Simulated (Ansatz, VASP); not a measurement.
**TaN in VASP and in Ansatz**

```
Ta N
1.0
     3.01752    0.00000    0.00000
    -1.50876    2.61325    0.00000
     0.00000    0.00000    4.91800
Ta N
2 2
Direct
  0.00000 0.00000 0.00000
  0.00000 0.00000 0.50000
  0.33333 0.66667 0.25000
  0.66667 0.33333 0.75000
```

Change from the starting cell: equal xx and yy strain of -1 %, PAW files.

Alike in both runs: task electric field gradients; functional PBE; k mesh 9 × 9 × 5; occupations fermi-dirac, width 0.01 eV; no spin polarisation.

|  | VASP | Ansatz |
| --- | --- | --- |
| version | VASP 6.6.1 | Ansatz 0.2.0 |
| potentials or method | VASP PAW PBE potentials, release 64 (Ta_pv, N) | PAW with Ansatz's default frozen-core files, scalar-relativistic |
| plane-wave cutoff (eV) | 520 | 420 |
| valence electrons in the cell | 32 | 36 |

VASP gave:

```
pressure (GPa)                                                : 71.0
traceless stress, the component that is largest in VASP (GPa) : 62.54
size of Vzz on the site where it differs most (V/Å²)          : 181.1
```

**Question.** Which values does Ansatz return?

**Answer.** Pressure (GPa): 69.4; traceless stress, the component that is largest in VASP (GPa): 62.04; size of Vzz on the site where it differs most (V/Å²): 206.1.

Both programs put the cell under a high pressure, so it lies far from rest at this level. VASP's potentials hold 32 valence electrons a cell and Ansatz's 36, so a difference there can come from the potentials and not from the codes.

Spin-orbit coupling is off throughout. Noted on VASP's run: the cell as given lies far from equilibrium.
